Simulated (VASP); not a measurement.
# TiSi16 (a cell with a defect) in VASP: relaxation of the atoms with PBE

Aim: the relaxation of the atoms of TiSi16 (a cell with a defect) with PBE.

Everything below comes from runs of VASP 6.6.1. Logs are shortened: lines on timing, memory, paths and dates and some standing lists are left out, and cuts for length are marked.

## 1. The cell of the first run

The cell holds a defect, 17 atoms: a = 7.679 Å, b = 7.679 Å, c = 7.679 Å, α = 60.00°, β = 60.00°, γ = 60.00°.

## 2. Relaxation of the atoms, PBE

Contents of INCAR:

```
SYSTEM = TiSi16
ALGO = Normal ; EDIFF = 1E-6
EDIFFG = -0.03 ; ENCUT = 520
GGA = PE ; IBRION = 2
ISIF = 2 ; ISMEAR = 0
LASPH = .TRUE. ; LCHARG = .FALSE.
LREAL = Auto ; LWAVE = .FALSE.
NELM = 80 ; NSW = 80
PREC = Accurate ; SIGMA = 0.02
```

Contents of KPOINTS:

```
k-points
0
G
  2 2 2
  0 0 0
```

Contents of POSCAR:

```
TiSi16
1.0
    0.0000000000      5.4300000000      5.4300000000
    5.4300000000      0.0000000000      5.4300000000
    5.4300000000      5.4300000000      0.0000000000
Si Ti
16 1
Direct
    0.0000000000      0.0000000000      0.0000000000
    0.1250000000      0.1250000000      0.1250000000
    0.0000000000      0.0000000000      0.5000000000
    0.1250000000      0.1250000000      0.6250000000
    0.0000000000      0.5000000000      0.0000000000
    0.1250000000      0.6250000000      0.1250000000
    0.0000000000      0.5000000000      0.5000000000
    0.1250000000      0.6250000000      0.6250000000
    0.5000000000      0.0000000000      0.0000000000
    0.6250000000      0.1250000000      0.1250000000
    0.5000000000      0.0000000000      0.5000000000
    0.6250000000      0.1250000000      0.6250000000
    0.5000000000      0.5000000000      0.0000000000
    0.6250000000      0.6250000000      0.1250000000
    0.5000000000      0.5000000000      0.5000000000
    0.6250000000      0.6250000000      0.6250000000
    0.8746031000      0.3799803000      0.8775360000
```

Potentials or basis: VASP PAW PBE potentials, release 64 (Si, Ti_sv).

Launch:

```sh
$ cat potpaw_PBE.64/Si/POTCAR potpaw_PBE.64/Ti_sv/POTCAR > POTCAR
$ mpirun -np 1 vasp_std > vasp.out
```

OUTCAR:

```text
SYSTEM = TiSi16
   EDIFF = 1E-6
   EDIFFG = -0.03
   ENCUT = 520
   GGA = PE
   IBRION = 2
   ISIF = 2
   ISMEAR = 0
   LASPH = .TRUE.
   LREAL = Auto
   NELM = 80
   NSW = 80
   PREC = Accurate

 ion  position               nearest neighbor table
   1  0.000  0.000  0.000-   2 2.35   4 2.35   6 2.35  10 2.35  17 2.38
   2  0.125  0.125  0.125-   1 2.35   3 2.35   5 2.35   9 2.35  17 2.70
   3  0.000  0.000  0.500-   2 2.35   4 2.35   8 2.35  12 2.35
   4  0.125  0.125  0.625-   1 2.35   3 2.35   7 2.35  11 2.35  17 2.76
   5  0.000  0.500  0.000-  17 2.31   6 2.35   8 2.35  14 2.35   2 2.35
   6  0.125  0.625  0.125-   1 2.35   5 2.35   7 2.35  13 2.35
   7  0.000  0.500  0.500-   4 2.35   6 2.35   8 2.35  16 2.35  17 2.37
   8  0.125  0.625  0.625-   3 2.35   5 2.35   7 2.35  15 2.35  17 2.69
   9  0.500  0.000  0.000-   2 2.35  10 2.35  12 2.35  14 2.35
  10  0.625  0.125  0.125-   1 2.35   9 2.35  11 2.35  13 2.35  17 2.74
  11  0.500  0.000  0.500-   4 2.35  10 2.35  12 2.35  16 2.35
  12  0.625  0.125  0.625-   3 2.35   9 2.35  11 2.35  15 2.35
  13  0.500  0.500  0.000-  17 2.35  10 2.35  14 2.35  16 2.35   6 2.35
  14  0.625  0.625  0.125-   5 2.35   9 2.35  13 2.35  15 2.35  17 2.67
  15  0.500  0.500  0.500-   8 2.35  12 2.35  14 2.35  16 2.35
  16  0.625  0.625  0.625-   7 2.35  11 2.35  13 2.35  15 2.35  17 2.73
  17  0.875  0.380  0.878-   5 2.31  13 2.35   7 2.37   1 2.38  14 2.67   8 2.69   2 2.70  16 2.73
                            10 2.74   4 2.76

  LATTYP: Found a face centered cubic cell.
 ALAT       =    10.8600000000

  Lattice vectors:

 A1 = (   0.0000000000,   5.4300000000,   5.4300000000)
 A2 = (   5.4300000000,   0.0000000000,   5.4300000000)
 A3 = (   5.4300000000,   5.4300000000,   0.0000000000)

Analysis of symmetry for initial positions (statically):
=====================================================================
 Subroutine PRICEL returns:
 Original cell was already a primitive cell.

 Routine SETGRP: Setting up the symmetry group for a
 face centered cubic supercell.

 Subroutine GETGRP returns: Found  1 space group operations
 (whereof  1 operations were pure point group operations)
 out of a pool of 48 trial point group operations.

The static configuration has the point symmetry C_1 .

Analysis of symmetry for dynamics (positions and initial velocities):
=====================================================================
 Subroutine PRICEL returns:
 Original cell was already a primitive cell.

 Routine SETGRP: Setting up the symmetry group for a
 face centered cubic supercell.

 Subroutine GETGRP returns: Found  1 space group operations
 (whereof  1 operations were pure point group operations)
 out of a pool of 48 trial point group operations.

The dynamic configuration has the point symmetry C_1 .

 Subroutine INISYM returns: Found  1 space group operations
 (whereof  1 operations are pure point group operations),
 and found     1 'primitive' translations

----------------------------------------------------------------------------------------

                                     Primitive cell

  volume of cell :     320.2060

  direct lattice vectors                    reciprocal lattice vectors
     0.000000000  5.430000000  5.430000000    -0.092081031  0.092081031  0.092081031
     5.430000000  0.000000000  5.430000000     0.092081031 -0.092081031  0.092081031
     5.430000000  5.430000000  0.000000000     0.092081031  0.092081031 -0.092081031

  length of vectors
     7.679179644  7.679179644  7.679179644     0.159489025  0.159489025  0.159489025

  position of ions in fractional coordinates (direct lattice)
     0.000000000  0.000000000  0.000000000
     0.125000000  0.125000000  0.125000000
     0.000000000  0.000000000  0.500000000
     0.125000000  0.125000000  0.625000000
     0.000000000  0.500000000  0.000000000
     0.125000000  0.625000000  0.125000000
[... 9 lines left out ...]
     0.625000000  0.625000000  0.625000000
     0.874603100  0.379980300  0.877536000

  ion indices of the primitive-cell ions
   primitive index   ion index
                 1           1
                 2           2
                 3           3
                 4           4
                 5           5
                 6           6
[... 9 lines left out ...]
                16          16
                17          17

----------------------------------------------------------------------------------------

 KPOINTS: k-points

Automatic generation of k-mesh.
 Grid dimensions read from file:
 generate k-points for:    2    2    2

 Generating k-lattice:

  Cartesian coordinates                     Fractional coordinates (reciprocal lattice)
    -0.046040516  0.046040516  0.046040516     0.500000000  0.000000000  0.000000000
     0.046040516 -0.046040516  0.046040516     0.000000000  0.500000000  0.000000000
     0.046040516  0.046040516 -0.046040516     0.000000000  0.000000000  0.500000000

  Length of vectors
     0.079744512  0.079744512  0.079744512

  Shift w.r.t. Gamma in fractional coordinates (k-lattice)
     0.000000000  0.000000000  0.000000000

 Subroutine IBZKPT returns following result:
 ===========================================

 Found      8 irreducible k-points:

 Following reciprocal coordinates:
            Coordinates               Weight
  0.000000  0.000000  0.000000      1.000000
  0.500000  0.000000  0.000000      1.000000
  0.000000  0.500000  0.000000      1.000000
  0.000000  0.000000  0.500000      1.000000
  0.500000  0.500000  0.500000      1.000000
  0.500000  0.500000  0.000000      1.000000
  0.000000  0.500000  0.500000      1.000000
  0.500000  0.000000  0.500000      1.000000
   k-points           NKPTS =      8   k-points in BZ     NKDIM =      8   number of bands    NBANDS=     47
   number of dos      NEDOS =    301   number of ions     NIONS =     17
   total plane-waves  NPLWV = 216000
   dimension x,y,z NGX =    60 NGY =   60 NGZ =   60
   dimension x,y,z NGXF=   120 NGYF=  120 NGZF=  120
   ions per type =              16   1
   NGX,Y,Z   is equivalent  to a cutoff of  12.99, 12.99, 12.99 a.u.
   NGXF,Y,Z  is equivalent  to a cutoff of  25.98, 25.98, 25.98 a.u.
 SYSTEM =  TiSi16
   PREC   = accura    normal or accurate (medium, high low for compatibility)
   ISTART =      0    job   : 0-new  1-cont  2-samecut
   ICHARG =      2    charge: 1-file 2-atom 10-const
   ISPIN  =      1    spin polarized calculation?
   LNONCOLLINEAR =      F non collinear calculations
   LSORBIT =      F    spin-orbit coupling
   LASPH  =      T    aspherical Exc in radial PAW
   ENCUT  =  520.0 eV  38.22 Ry    6.18 a.u.  14.28 14.28 14.28*2*pi/ulx,y,z
   NELM   =     80;   NELMIN=  2; NELMDL= -5     # of ELM steps
   EDIFF  = 0.1E-05   stopping-criterion for ELM
   LREAL  =      T    real-space projection
   EDIFFG = -.3E-01   stopping-criterion for IOM
   NSW    =     80    number of steps for IOM
   IBRION =      2    ionic relax: 0-MD 1-quasi-New 2-CG
   NFREE  =      1    steps in history (QN), initial steepest desc. (CG)
   ISIF   =      2    stress and relaxation
   ISYM   =      2    0-nonsym 1-usesym 2-fastsym
   POTIM  = 0.5000    time-step for ionic-motion
   TEBEG  =    0.0;   TEEND  =   0.0 temperature during run
   PSTRESS=    0.0 pullay stress
   NELECT =      76.0000    total number of electrons
   NUPDOWN=      -1.0000    fix difference up-down
   EMIN   =  10.00;   EMAX   =-10.00  energy-range for DOS
   EFERMI =   0.00;   METHOD = LEGACY
   ISMEAR =     0;   SIGMA  =   0.02  broadening in eV -4-tet -1-fermi 0-gaus
   EFERMI_NEDOS =   21; number of points for ismear=-14 and -15
   IALGO  =     38    algorithm
   IMIX   =      4    mixing-type and parameters
     AMIX     =   0.40;   BMIX     =  1.00
     AMIX_MAG =   1.60;   BMIX_MAG =  1.00
  volume/ion in A,a.u.               =      18.84       127.11
  Fermi-wavevector in a.u.,A,eV,Ry     =   1.013607  1.915439 13.978610  1.027399
  Thomas-Fermi vector in A             =   2.146786
   LORBIT       =      0    0 simple, 1 ext, 2 COOP (PROOUT), +10 PAW based schemes
   GGA     = PE    functional components
   LHFCALC =     F    Hartree Fock is set to
   AEXX    =    0.0000 exact exchange contribution
   IVDW    =     0    specifies the selected vdW correction
   LEPSILON=     F    determine dielectric tensor
   LRPA    =     F    only Hartree local field effects (RPA)
 conjugate gradient relaxation of ions
 non-spin polarized calculation
 Gauss-broadening in eV      SIGMA  =   0.02
  energy-cutoff  :      520.00
  volume of cell :      320.21
 maximum number of plane-waves:      8646
 NGX is ok and might be reduce to    60
   NGX = 29   NGY = 29   NGZ = 29

--------------------------------------- Ionic step        1  -------------------------------------------

 number of electron      76.0000003 magnetization

 Free energy of the ion-electron system (eV)
  ---------------------------------------------------
  ext. energy  EPLUGINS =         0.00000000
  ---------------------------------------------------
  free energy    TOTEN  =       -91.79549134 eV

  energy without entropy =      -91.78113754  energy(sigma->0) =      -91.78831444

------------------------ aborting loop because EDIFF is reached ----------------------------------------

  FORCE on cell =-STRESS in cart. coord.  units (eV):
  Direction    XX          YY          ZZ          XY          YZ          ZX
  --------------------------------------------------------------------------------------
  -------------------------------------------------------------------------------------
  Total        9.8772321      9.9179313      9.9033069      0.3095036      0.5224777      0.1186557
  in kB       49.4215494     49.6251913     49.5520168      1.5486267      2.6142605      0.5937037
  external PRESSURE =      49.5329192 kB  Pullay stress =       0.0000000 kB

 VOLUME and BASIS-vectors are now :
 -----------------------------------------------------------------------------
  energy-cutoff  :      520.00
  volume of cell :      320.21
      direct lattice vectors                 reciprocal lattice vectors
     0.000000000  5.430000000  5.430000000    -0.092081031  0.092081031  0.092081031
     5.430000000  0.000000000  5.430000000     0.092081031 -0.092081031  0.092081031
     5.430000000  5.430000000  0.000000000     0.092081031  0.092081031 -0.092081031
[... 222 lines left out ...]
      6.78844      6.75681      6.78754         0.002901     -0.040731     -0.005661
      6.79779      9.50508      6.79360        -0.077044     -0.025623     -0.047136
 -----------------------------------------------------------------------------------
    total drift:                               -0.012286     -0.004782     -0.007256

  FREE ENERGIE OF THE ION-ELECTRON SYSTEM (eV)
  ---------------------------------------------------
  free  energy   TOTEN  =       -92.2012928233 eV

  energy  without entropy=      -92.1956261607  energy(sigma->0) =      -92.19845949

--------------------------------------- Ionic step        6  -------------------------------------------

 number of electron      75.9999998 magnetization

 Free energy of the ion-electron system (eV)
  ---------------------------------------------------
  ext. energy  EPLUGINS =         0.00000000
  ---------------------------------------------------
  free energy    TOTEN  =       -92.20259557 eV

  energy without entropy =      -92.19699835  energy(sigma->0) =      -92.19979696

 E-fermi :   6.9442     XC(G=0):  -9.7514

 val. band max:        6.8899899224   @ k =   0.0000   0.5000   0.5000
 cond. band min:       6.9559535806   @ k =   0.0000   0.0000   0.5000
 fundamental gap:      0.0659636582
 Fermi energy:         6.9442444264

 k-point     1 :       0.0000    0.0000    0.0000
  band No.  band energies     occupation
      1     -49.8840      2.00000
      2     -26.2628      2.00000
      3     -26.2553      2.00000
      4     -26.2501      2.00000
      5      -5.7212      2.00000
      6      -3.5117      2.00000
[... 415 lines left out ...]
      2.73266      8.12972      5.41538         0.000254     -0.003854     -0.006486
      4.04054      4.07213      1.35833        -0.016839     -0.002940      0.001865
      2.76480      0.05024      2.76507         0.009025      0.008012      0.008615
      4.08158      1.35991      4.07792        -0.005102     -0.000534     -0.003507
[... 9 lines left out ...]
      6.78850      6.75434      6.78710         0.004429     -0.012471     -0.003551
      6.79444      9.50406      6.79159        -0.025182     -0.003949     -0.014421
 -----------------------------------------------------------------------------------
    total drift:                               -0.008532     -0.003482     -0.000768

  FREE ENERGIE OF THE ION-ELECTRON SYSTEM (eV)
  ---------------------------------------------------
  free  energy   TOTEN  =       -92.2025955737 eV

  energy  without entropy=      -92.1969983464  energy(sigma->0) =      -92.19979696

 reached required accuracy - stopping structural energy minimisation
```

It took 21 min on 1 thread of Oxide Virtual Turin-like, shared host; peak memory 0.53 GiB.

What came out:

| Quantity | Value |
| --- | --- |
| Free energy | -92.2026 eV |
| Energy gained by relaxing | 23.9 meV/atom |
| Ionic steps | 6 |
| Pressure after relaxing | 4.0 GPa |
| Largest force after relaxing | 0.029 eV/Å |
| Band gap on the k mesh | zero (bands 38 and 39 overlap by 0.43 eV) |

Forces in eV/Å, atoms in the order of the input:
```
Si   0.010 -0.010  0.009
Si   0.015  0.008  0.014
Si   0.000 -0.004 -0.006
Si  -0.017 -0.003  0.002
Si   0.009  0.008  0.009
Si  -0.005 -0.001 -0.004
Si   0.004  0.001 -0.003
Si   0.013  0.012  0.005
Si  -0.008 -0.003  0.001
Si   0.006 -0.006 -0.015
Si   0.002  0.005  0.002
Si  -0.001  0.000 -0.001
Si   0.000  0.000  0.001
Si   0.000  0.008  0.008
Si  -0.007  0.001 -0.004
Si   0.004 -0.012 -0.004
Ti  -0.025 -0.004 -0.014
```

Step by step:
```csv
step,energy change (eV),largest force (eV/Å),pressure (GPa)
1,0.0000,2.2112,4.95
2,-0.3962,0.5664,3.99
3,-0.3979,0.3981,4.02
4,-0.4052,0.1720,4.02
5,-0.4058,0.0939,4.01
6,-0.4071,0.0293,4.02
```

Final structure:
```cif
data_structure
_symmetry_space_group_name_H-M 'P 1'
_symmetry_Int_Tables_number 1
_cell_length_a 7.6792
_cell_length_b 7.6792
_cell_length_c 7.6792
_cell_angle_alpha 60.000
_cell_angle_beta 60.000
_cell_angle_gamma 60.000
_cell_volume 320.21
loop_
_atom_site_label
_atom_site_type_symbol
_atom_site_fract_x
_atom_site_fract_y
_atom_site_fract_z
_atom_site_occupancy
Si1 Si 0.00392 0.98828 0.00395 1
Si2 Si 0.12812 0.12239 0.12815 1
Si3 Si 0.99562 0.00169 0.50157 1
Si4 Si 0.12799 0.12217 0.62195 1
Si5 Si 0.00465 0.50457 0.00460 1
Si6 Si 0.12488 0.62611 0.12556 1
Si7 Si 0.00405 0.50409 0.48786 1
Si8 Si 0.12816 0.62820 0.62224 1
Si9 Si 0.50148 0.00176 0.99559 1
Si10 Si 0.62176 0.12224 0.12805 1
Si11 Si 0.50133 0.00156 0.50146 1
Si12 Si 0.62502 0.12493 0.62497 1
Si13 Si 0.48732 0.50422 0.00422 1
Si14 Si 0.62206 0.62824 0.12822 1
Si15 Si 0.50154 0.49556 0.50169 1
Si16 Si 0.62182 0.62811 0.62208 1
Ti1 Ti 0.87488 0.37587 0.87541 1
```

Caveat: the k points lie up to 0.50 Å⁻¹ apart.

The gap in the log of VASP goes by the Fermi energy; the results here count the filled bands.